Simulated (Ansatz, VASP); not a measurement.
# C: VASP beside Ansatz

The input POSCAR:

```
C
1.0
    2.5098396852      0.0000000000      0.0000000000
   -1.2549198426      2.1735849268      0.0000000000
    0.0000000000      0.0000000000      8.2803246248
C
8
Direct
    0.0000000000      0.0000000000      0.0929334757
    0.0000000000      0.0000000000      0.5929334757
    0.0000000000      0.0000000000      0.4070665243
    0.0000000000      0.0000000000      0.9070665243
    0.3333333333      0.6666666667      0.1554962089
    0.6666666667      0.3333333333      0.6554962089
    0.3333333333      0.6666666667      0.3445037911
    0.6666666667      0.3333333333      0.8445037911
```

Contents of INCAR.step1:

```
SYSTEM = C
  PREC = Accurate
  ENCUT = 520
  ISMEAR = 0
  SIGMA = 0.05
  LREAL = .False.
  LASPH = .True.
  NELM = 100
  NBANDS = 26
  GGA = PE
  ALGO = Normal
  EDIFF = 1E-4
  LWAVE = .True.
  LCHARG = .False.
```

Contents of INCAR.step2:

```
SYSTEM = C
  PREC = Accurate
  ENCUT = 520
  EDIFF = 1E-6
  ISMEAR = 0
  SIGMA = 0.05
  LREAL = .False.
  LASPH = .True.
  NELM = 100
  ALGO = Normal
  ISIF = 2
  LWAVE = .False.
  LCHARG = .False.
  METAGGA = R2SCAN
  LMIXTAU = .True.
  NBANDS = 26
  ISTART = 1
```

File KPOINTS:

```
Automatic mesh
0
Gamma
  12 12 4
  0 0 0
```

Input for Ansatz:

```yaml
crystal:
  lattice:
    - [2.5098396887, 0.0, 0.0]
    - [-1.2549198443, 2.1735849298, 0.0]
    - [0.0, 0.0, 8.280324606]
  atoms:
    - { symbol: C, position: [0.0, 0.0, 0.0929334766] }
    - { symbol: C, position: [0.0, 0.0, 0.5929334766] }
    - { symbol: C, position: [0.0, 0.0, 0.4070665234] }
    - { symbol: C, position: [0.0, 0.0, 0.9070665234] }
    - { symbol: C, position: [0.3333333333, 0.6666666667, 0.1554962099] }
    - { symbol: C, position: [0.6666666667, 0.3333333333, 0.6554962099] }
    - { symbol: C, position: [0.3333333333, 0.6666666667, 0.3445037901] }
    - { symbol: C, position: [0.6666666667, 0.3333333333, 0.8445037901] }
basis:
  ecutwfc: 500
kpoints:
  mp_grid: { grid: [12, 12, 4] }
hamiltonian:
  xc: r2scan
scf:
  occupations: { method: gaussian, width: 0.05 }
output:
  forces: true
  stress: true
  eigenvalues: true
```

Alike in both runs: task single point; functional r2SCAN; k mesh 12 × 12 × 4; occupations gaussian, width 0.05 eV; no spin polarisation.

|  | VASP | Ansatz |
| --- | --- | --- |
| version | VASP 6.6.1 | Ansatz 0.2.0 |
| potentials or method | VASP PAW PBE potentials, release 64 (C), cutoff 520 eV | scalar-relativistic, plane waves, PAW |
| valence electrons in the cell | 32 | 32 |

Ansatz gave:

| Property | Result |
| --- | --- |
| gap on the k mesh at the Fermi level (eV) | 4.80 |
| least direct gap on the mesh (eV) | 5.59 |
| pressure (GPa) | 0.0 |
| rms of the force components (eV/Å) | 0.001 |

Task: Estimate VASP's values.

Result: gap on the k mesh at the Fermi level (eV): 4.78; least direct gap on the mesh (eV): 5.55; pressure (GPa): 1.1; rms of the force components (eV/Å): 0.003.

VASP's potentials were made for PBE, not for r2SCAN. Atom by atom the forces differ by 0.003 eV/Å (rms over components). The functional is the same, so the differences come from potentials, cutoffs and numerics.
